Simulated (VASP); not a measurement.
# TiTe2 (pbesol) (P-3m1) in VASP: notebook

TiTe2 (pbesol) is run at these levels: PBEsol; tasks: single point, relaxation of shape and atoms at fixed volume.

Everything below comes from runs of VASP 6.6.1. Logs are shortened: lines on timing, memory, paths and dates and some standing lists are left out, and cuts for length are marked.

## Step 1: The cell of the first run

It takes space group P-3m1 (No. 164, trigonal). Conventional cell: a = 3.696 Å, b = 3.696 Å, c = 6.445 Å, α = 90.00°, β = 90.00°, γ = 120.00°. Ti (site symmetry -3m) has 6 Te at 2.74 Å within 3.6 Å. Te (site symmetry 3m) has 3 Ti at 2.74 Å within 3.6 Å.

## Step 2: Single point, PBEsol

The input, INCAR:

```
  PREC = Accurate
  ENCUT = 520
  EDIFF = 1E-6
  ISMEAR = 0
  SIGMA = 0.1
  LREAL = False
  LASPH = True
  NELM = 100
  ALGO = Normal
  ISIF = 2
  LWAVE = False
  LCHARG = False
  GGA = PS
  NBANDS = 19
```

The input, KPOINTS:

```
regular mesh
0
Gamma
  15 15 8
```

The input, POSCAR:

```
TiTe2
1.0
    3.6959053710      0.0000000000      0.0000000000
   -1.8479526855      3.2007479413      0.0000000000
    0.0000000000      0.0000000000      6.4452009063
Ti Te
1 2
Direct
    0.0000000000      0.0000000000      0.0000000000
    0.6666666667      0.3333333333      0.2672752241
    0.3333333333      0.6666666667      0.7327247759
```

Potentials or basis: VASP PAW PBE potentials, release 64 (Ti_sv, Te).

On the command line:

```console
cat potpaw_PBE.64/Ti_sv/POTCAR potpaw_PBE.64/Te/POTCAR > POTCAR
mpirun -np 1 vasp_std > vasp.out
```

OUTCAR:

```text
PREC = Accurate
   ENCUT = 520
   EDIFF = 1E-6
   ISMEAR = 0
   LREAL = False
   LASPH = True
   NELM = 100
   ISIF = 2
   GGA = PS

 ion  position               nearest neighbor table
   1  0.000  0.000  0.000-   2 2.74   3 2.74   2 2.74   3 2.74   2 2.74   3 2.74
   2  0.667  0.333  0.267-   1 2.74   1 2.74   1 2.74   3 3.68   3 3.68   3 3.68
   3  0.333  0.667  0.733-   1 2.74   1 2.74   1 2.74   2 3.68   2 3.68   2 3.68

  LATTYP: Found a hexagonal cell.
 ALAT       =     3.6959053710
 C/A-ratio  =     1.7438760626

  Lattice vectors:

 A1 = (   3.6959053710,   0.0000000000,   0.0000000000)
 A2 = (  -1.8479526855,   3.2007479413,   0.0000000000)
 A3 = (   0.0000000000,   0.0000000000,   6.4452009063)

Analysis of symmetry for initial positions (statically):
=====================================================================
 Subroutine PRICEL returns:
 Original cell was already a primitive cell.

 Routine SETGRP: Setting up the symmetry group for a
 hexagonal supercell.

 Subroutine GETGRP returns: Found 12 space group operations
 (whereof 12 operations were pure point group operations)
 out of a pool of 24 trial point group operations.

The static configuration has the point symmetry D_3d.

Analysis of symmetry for dynamics (positions and initial velocities):
=====================================================================
 Subroutine PRICEL returns:
 Original cell was already a primitive cell.

 Routine SETGRP: Setting up the symmetry group for a
 hexagonal supercell.

 Subroutine GETGRP returns: Found 12 space group operations
 (whereof 12 operations were pure point group operations)
 out of a pool of 24 trial point group operations.

The dynamic configuration has the point symmetry D_3d.

 Subroutine INISYM returns: Found 12 space group operations
 (whereof 12 operations are pure point group operations),
 and found     1 'primitive' translations

----------------------------------------------------------------------------------------

                                     Primitive cell

  volume of cell :      76.2445

  direct lattice vectors                    reciprocal lattice vectors
     3.695905371  0.000000000  0.000000000     0.270569698  0.156213488  0.000000000
    -1.847952685  3.200747941  0.000000000     0.000000000  0.312426976  0.000000000
     0.000000000  0.000000000  6.445200906     0.000000000  0.000000000  0.155154201

  length of vectors
     3.695905371  3.695905371  6.445200906     0.312426976  0.312426976  0.155154201

  position of ions in fractional coordinates (direct lattice)
     0.000000000  0.000000000  0.000000000
     0.666666667  0.333333333  0.267275224
     0.333333333  0.666666667  0.732724776

  ion indices of the primitive-cell ions
   primitive index   ion index
                 1           1
                 2           2
                 3           3

----------------------------------------------------------------------------------------

 KPOINTS: regular mesh

Automatic generation of k-mesh.
 Grid dimensions read from file:
 generate k-points for:   15   15    8

 Generating k-lattice:

  Cartesian coordinates                     Fractional coordinates (reciprocal lattice)
     0.018037980  0.010414233  0.000000000     0.066666667  0.000000000  0.000000000
     0.000000000  0.020828465  0.000000000     0.000000000  0.066666667  0.000000000
     0.000000000  0.000000000  0.019394275     0.000000000  0.000000000  0.125000000

  Length of vectors
     0.020828465  0.020828465  0.019394275

  Shift w.r.t. Gamma in fractional coordinates (k-lattice)
     0.000000000  0.000000000  0.000000000

 Subroutine IBZKPT returns following result:
 ===========================================

 Found    192 irreducible k-points:

 Following reciprocal coordinates:
            Coordinates               Weight
  0.000000  0.000000  0.000000      1.000000
  0.066667 -0.000000  0.000000      6.000000
  0.133333 -0.000000  0.000000      6.000000
  0.200000 -0.000000  0.000000      6.000000
  0.266667 -0.000000  0.000000      6.000000
  0.333333 -0.000000  0.000000      6.000000
[... 16 lines left out ...]
  0.333333  0.200000  0.000000     12.000000
  0.400000  0.200000  0.000000      6.000000
 [... further k-points ...]
   k-points           NKPTS =    192   k-points in BZ     NKDIM =    192   number of bands    NBANDS=     19
   number of dos      NEDOS =    301   number of ions     NIONS =      3
   total plane-waves  NPLWV =  37632
   dimension x,y,z NGX =    28 NGY =   28 NGZ =   48
   dimension x,y,z NGXF=    56 NGYF=   56 NGZF=   96
   ions per type =               1   2
   NGX,Y,Z   is equivalent  to a cutoff of  12.59, 12.59, 12.38 a.u.
   NGXF,Y,Z  is equivalent  to a cutoff of  25.19, 25.19, 24.76 a.u.
 SYSTEM =  unknown system
   PREC   = accura    normal or accurate (medium, high low for compatibility)
   ISTART =      0    job   : 0-new  1-cont  2-samecut
   ICHARG =      2    charge: 1-file 2-atom 10-const
   ISPIN  =      1    spin polarized calculation?
   LNONCOLLINEAR =      F non collinear calculations
   LSORBIT =      F    spin-orbit coupling
   LASPH  =      T    aspherical Exc in radial PAW
   ENCUT  =  520.0 eV  38.22 Ry    6.18 a.u.   6.87  6.87 11.98*2*pi/ulx,y,z
   NELM   =    100;   NELMIN=  2; NELMDL= -5     # of ELM steps
   EDIFF  = 0.1E-05   stopping-criterion for ELM
   LREAL  =      F    real-space projection
   EDIFFG = 0.1E-04   stopping-criterion for IOM
   NSW    =      0    number of steps for IOM
   IBRION =     -1    ionic relax: 0-MD 1-quasi-New 2-CG
   NFREE  =      0    steps in history (QN), initial steepest desc. (CG)
   ISIF   =      2    stress and relaxation
   ISYM   =      2    0-nonsym 1-usesym 2-fastsym
   POTIM  = 0.5000    time-step for ionic-motion
   TEBEG  =    0.0;   TEEND  =   0.0 temperature during run
   PSTRESS=    0.0 pullay stress
   NELECT =      24.0000    total number of electrons
   NUPDOWN=      -1.0000    fix difference up-down
   EMIN   =  10.00;   EMAX   =-10.00  energy-range for DOS
   EFERMI =   0.00;   METHOD = LEGACY
   ISMEAR =     0;   SIGMA  =   0.10  broadening in eV -4-tet -1-fermi 0-gaus
   EFERMI_NEDOS =   21; number of points for ismear=-14 and -15
   IALGO  =     38    algorithm
   IMIX   =      4    mixing-type and parameters
     AMIX     =   0.40;   BMIX     =  1.00
     AMIX_MAG =   1.60;   BMIX_MAG =  1.00
  volume/ion in A,a.u.               =      25.41       171.51
  Fermi-wavevector in a.u.,A,eV,Ry     =   1.113634  2.104462 16.873670  1.240180
  Thomas-Fermi vector in A             =   2.250220
   LORBIT       =      0    0 simple, 1 ext, 2 COOP (PROOUT), +10 PAW based schemes
   GGA     = PS    functional components
   LHFCALC =     F    Hartree Fock is set to
   AEXX    =    0.0000 exact exchange contribution
   IVDW    =     0    specifies the selected vdW correction
   LEPSILON=     F    determine dielectric tensor
   LRPA    =     F    only Hartree local field effects (RPA)
 non-spin polarized calculation
 Gauss-broadening in eV      SIGMA  =   0.10
  energy-cutoff  :      520.00
  volume of cell :       76.24
 maximum number of plane-waves:      2082
   NGX = 13   NGY = 13   NGZ = 23

 number of electron      24.0000001 magnetization

 Free energy of the ion-electron system (eV)
  ---------------------------------------------------
  ext. energy  EPLUGINS =         0.00000000
  ---------------------------------------------------
  free energy    TOTEN  =       -17.54211294 eV

  energy without entropy =      -17.53470610  energy(sigma->0) =      -17.53840952

 E-fermi :   7.3379     XC(G=0): -10.2541

 val. band max:        7.3366820139   @ k =   0.1333  -0.0000   0.1250
 cond. band min:       7.3390508714   @ k =   0.0667   0.0667   0.1250
 fundamental gap:      0.0023688575
 Fermi energy:         7.3378905741

 k-point     1 :       0.0000    0.0000    0.0000
  band No.  band energies     occupation
      1     -49.7941      2.00000
      2     -26.1589      2.00000
      3     -26.1589      2.00000
      4     -26.1303      2.00000
      5      -5.3976      2.00000
      6      -3.7769      2.00000
[... 11 lines left out ...]
     18      12.5832      0.00000
     19      13.5142      0.00000

 k-point     2 :       0.0667   -0.0000    0.0000
  band No.  band energies     occupation
      1     -49.7939      2.00000
      2     -26.1613      2.00000
      3     -26.1595      2.00000
      4     -26.1297      2.00000
      5      -5.3437      2.00000
      6      -3.7472      2.00000
[... 11 lines left out ...]
     18      12.9990      0.00000
     19      13.7880      0.00000

 k-point     3 :       0.1333   -0.0000    0.0000
  band No.  band energies     occupation
      1     -49.7934      2.00000
      2     -26.1681      2.00000
      3     -26.1610      2.00000
      4     -26.1281      2.00000
      5      -5.1844      2.00000
      6      -3.6614      2.00000
[... 11 lines left out ...]
     18      13.5408      0.00000
     19      14.2932      0.00000

 k-point     4 :       0.2000   -0.0000    0.0000
  band No.  band energies     occupation
      1     -49.7927      2.00000
      2     -26.1781      2.00000
      3     -26.1633      2.00000
      4     -26.1258      2.00000
      5      -4.9284      2.00000
      6      -3.5308      2.00000
[... 11 lines left out ...]
     18      13.4035      0.00000
     19      14.3642      0.00000

 k-point     5 :       0.2667   -0.0000    0.0000
  band No.  band energies     occupation
      1     -49.7918      2.00000
      2     -26.1895      2.00000
      3     -26.1659      2.00000
      4     -26.1230      2.00000
      5      -4.5917      2.00000
      6      -3.3771      2.00000
[... 11 lines left out ...]
     18      13.0780      0.00000
     19      13.7053      0.00000

 k-point     6 :       0.3333   -0.0000    0.0000
  band No.  band energies     occupation
      1     -49.7909      2.00000
      2     -26.2004      2.00000
      3     -26.1684      2.00000
      4     -26.1204      2.00000
      5      -4.2028      2.00000
      6      -3.2364      2.00000
[... 11 lines left out ...]
     18      12.9219      0.00000
     19      13.2047      0.00000

 k-point     7 :       0.4000   -0.0000    0.0000
  band No.  band energies     occupation
      1     -49.7903      2.00000
      2     -26.2089      2.00000
      3     -26.1704      2.00000
      4     -26.1184      2.00000
      5      -3.8094      2.00000
      6      -3.1602      2.00000
[... 11 lines left out ...]
     18      12.8428      0.00000
     19      13.0258      0.00000

 k-point     8 :       0.4667   -0.0000    0.0000
  band No.  band energies     occupation
      1     -49.7899      2.00000
      2     -26.2135      2.00000
      3     -26.1715      2.00000
      4     -26.1173      2.00000
      5      -3.4927      2.00000
      6      -3.1925      2.00000
[... 256 lines left out ...]
 k-point    20 :       0.4000    0.1333    0.0000
  band No.  band energies     occupation
      1     -49.7897      2.00000
      2     -26.2106      2.00000
      3     -26.1772      2.00000
      4     -26.1168      2.00000
      5      -3.4158      2.00000
      6      -3.1373      2.00000
[... 11 lines left out ...]
     18      12.3605      0.00000
     19      13.9241      0.00000

 k-point    21 :       0.2000    0.2000    0.0000
  band No.  band energies     occupation
      1     -49.7907      2.00000
      2     -26.1980      2.00000
      3     -26.1741      2.00000
      4     -26.1198      2.00000
      5      -4.1189      2.00000
      6      -3.1892      2.00000
[... 11 lines left out ...]
     18      12.7117      0.00000
     19      14.5221      0.00000

 k-point    22 :       0.2667    0.2000    0.0000
  band No.  band energies     occupation
      1     -49.7901      2.00000
      2     -26.2031      2.00000
      3     -26.1789      2.00000
      4     -26.1179      2.00000
      5      -3.7634      2.00000
      6      -3.0933      2.00000
[... 11 lines left out ...]
     18      12.0899      0.00000
     19      14.7597      0.00000

 k-point    23 :       0.3333    0.2000    0.0000
  band No.  band energies     occupation
      1     -49.7897      2.00000
      2     -26.2063      2.00000
      3     -26.1823      2.00000
      4     -26.1166      2.00000
      5      -3.4470      2.00000
      6      -3.0685      2.00000
[... 11 lines left out ...]
     18      11.7703      0.00000
     19      14.8293      0.00000

 k-point    24 :       0.4000    0.2000    0.0000
  band No.  band energies     occupation
      1     -49.7895      2.00000
      2     -26.2074      2.00000
      3     -26.1836      2.00000
      4     -26.1162      2.00000
      5      -3.2796      2.00000
      6      -3.1067      2.00000
[... 11 lines left out ...]
     18      11.6779      0.00000
     19      14.8310      0.00000

 [... further k-points ...]
[... 5 lines left out ...]
  --------------------------------------------------------------------------------------
  -------------------------------------------------------------------------------------
  Total        0.0201312      0.0201312      0.0211671      0.0000000      0.0000000      0.0000000
  in kB        0.4230298      0.4230298      0.4447976      0.0000000      0.0000000      0.0000000
  external PRESSURE =       0.4302857 kB  Pullay stress =       0.0000000 kB

 VOLUME and BASIS-vectors are now :
 -----------------------------------------------------------------------------
  energy-cutoff  :      520.00
  volume of cell :       76.24
      direct lattice vectors                 reciprocal lattice vectors
     3.695905371  0.000000000  0.000000000     0.270569698  0.156213488  0.000000000
    -1.847952685  3.200747941  0.000000000     0.000000000  0.312426976  0.000000000
     0.000000000  0.000000000  6.445200906     0.000000000  0.000000000  0.155154201

 POSITION                                       TOTAL-FORCE (eV/Angst)
 -----------------------------------------------------------------------------------
      0.00000      0.00000      0.00000        -0.000000      0.000000      0.000000
      1.84795      1.06692      1.72264        -0.000000      0.000000      0.018866
     -0.00000      2.13383      4.72256         0.000000      0.000000     -0.018866
 -----------------------------------------------------------------------------------
    total drift:                                0.000000      0.000000      0.000000

  FREE ENERGIE OF THE ION-ELECTRON SYSTEM (eV)
  ---------------------------------------------------
  free  energy   TOTEN  =       -17.5421129398 eV

  energy  without entropy=      -17.5347061016  energy(sigma->0) =      -17.53840952
```

It took 2.2 min on 1 thread of Intel Xeon 6975P-C (Granite Rapids), shared host; peak memory 0.39 GiB.

Results:

| Item | Value |
| --- | --- |
| Free energy | -17.5421 eV |
| Pressure | 0.0 GPa |
| Largest force | 0.019 eV/Å |
| Band gap on the k mesh | zero (band 12 reaches 7.77 eV, above the bottom of band 13 at 6.96 eV) |

Forces in eV/Å, atoms in the order of the input:
```
Ti   0.000  0.000  0.000
Te   0.000  0.000  0.019
Te   0.000  0.000 -0.019
```

Caveat: the PAW data sets were made with another functional, which shifts forces and pressure a little; spin-orbit coupling is left out, which moves the levels of the heavy elements; this functional lacks dispersion, which binds the layers, so the pressure and a relaxed spacing across them are unreliable.

## Step 3: Single point, PBEsol (volume scaled by 1.03, then relaxed in part)

The input, INCAR:

```
SYSTEM = TiTe2
  PREC = Accurate
  ENCUT = 520
  EDIFF = 1E-6
  ISMEAR = 0
  SIGMA = 0.1
  LREAL = .FALSE.
  LASPH = .TRUE.
  NELM = 80
  ALGO = Normal
  ISIF = 2
  LWAVE = .FALSE.
  LCHARG = .FALSE.
  GGA = PS
  NBANDS = 19
```

The input, KPOINTS:

```
regular mesh
0
G
  15 15 8
  0 0 0
```

The input, POSCAR:

```
TiTe2
1.0
    3.7204974389      0.0000000000      0.0000000000
   -1.8602487195      3.2220452968      0.0000000000
    0.0000000000      0.0000000000      6.5510867527
Ti Te
1 2
Direct
    0.0000000000      0.0000000000      0.0000000000
    0.6666666667      0.3333333333      0.2625818743
    0.3333333333      0.6666666667      0.7374181257
```

Potentials or basis: VASP PAW PBE potentials, release 64 (Ti_sv, Te).

On the command line:

```console
cat potpaw_PBE.64/Ti_sv/POTCAR potpaw_PBE.64/Te/POTCAR > POTCAR
mpirun -np 1 vasp_std > vasp.out
```

It took 2.7 min on 1 thread of Intel Xeon 6975P-C (Granite Rapids), shared host; peak memory 0.41 GiB.

It converged, with:

| Property | Result |
| --- | --- |
| Free energy | -17.5352 eV |
| Pressure | -0.9 GPa |
| Largest force | 0.011 eV/Å |
| Band gap on the k mesh | zero (band 12 reaches 7.37 eV, above the bottom of band 13 at 6.62 eV) |

Forces on the atoms (eV/Å):
```
Ti   0.000  0.000  0.000
Te   0.000  0.000  0.011
Te   0.000  0.000 -0.011
```

Levels at points of the mesh, in eV from the Fermi level:
| k point | band 8 | band 9 | band 10 | band 11 | band 12 | band 13 | band 14 | band 15 | band 16 | band 17 |
| --- | --- | --- | --- | --- | --- | --- | --- | --- | --- | --- |
| (0.00, 0.00, 0.00) | -1.61 | -1.61 | 0.25 | 0.41 | 0.41 | 0.44 | 1.22 | 1.22 | 3.20 | 3.20 |
| (0.00, 0.00, 0.50) | -2.83 | -1.55 | -1.55 | 0.40 | 0.40 | 0.92 | 0.92 | 1.00 | 3.62 | 3.62 |

Caveat: the PAW data sets were made with another functional, which shifts forces and pressure a little; spin-orbit coupling is left out, which moves the levels of the heavy elements; this functional lacks dispersion, which binds the layers, so the pressure and a relaxed spacing across them are unreliable.

## Step 4: Single point, PBEsol (volume scaled by 1.06, then relaxed in part)

The input, INCAR:

```
SYSTEM = TiTe2
ALGO = Normal
EDIFF = 1E-7
ENCUT = 520
GGA = PS
ISIF = 2
ISMEAR = 0
LASPH = .TRUE.
LCHARG = .TRUE.
LELF = .TRUE.
LREAL = .FALSE.
LVHAR = .TRUE.
LWAVE = .FALSE.
NBANDS = 19
NELM = 100
PREC = Accurate
SIGMA = 0.1
```

The input, KPOINTS:

```
k-points
0
G
  15 15 8
  0 0 0
```

The input, POSCAR:

```
TiTe2
1.0
    3.7332046785      0.0000000000      0.0000000000
   -1.8666023392      3.2330500891      0.0000000000
    0.0000000000      0.0000000000      6.6960765234
Ti Te
1 2
Direct
    0.0000000000      0.0000000000      0.0000000000
    0.6666666667      0.3333333333      0.2567784471
    0.3333333333      0.6666666667      0.7432215529
```

On the command line:

```console
cat potpaw_PBE.64/Ti_sv/POTCAR potpaw_PBE.64/Te/POTCAR > POTCAR
mpirun -np 1 vasp_std > vasp.out
```

Run time: 2.8 min. Hardware: 1 thread of Intel Xeon 6975P-C (Granite Rapids), shared host; peak memory 0.41 GiB.

The run converged. Its results:

- Free energy: -17.5176 eV
- Pressure: -1.4 GPa
- Largest force: 0.023 eV/Å
- Band gap on the k mesh: zero (band 12 reaches 7.01 eV, above the bottom of band 13 at 6.29 eV)

Forces in eV/Å, atoms in the order of the input:
```
Ti   0.000  0.000  0.000
Te   0.000  0.000  0.023
Te   0.000  0.000 -0.023
```

Levels at points of the mesh, in eV from the Fermi level:
```tsv
k point	band 9	band 10	band 11	band 12	band 13	band 14	band 15	band 16
(0.00, 0.00, 0.00)	-1.60	0.23	0.26	0.40	0.40	1.19	1.19	3.25
(0.00, 0.00, 0.50)	-1.55	-1.55	0.39	0.39	0.94	0.96	0.96	3.57
```

Caveat: the PAW data sets were made with another functional, which shifts forces and pressure a little; spin-orbit coupling is left out, which moves the levels of the heavy elements; this functional lacks dispersion, which binds the layers, so the pressure and a relaxed spacing across them are unreliable.

[end of part 1 of 2]
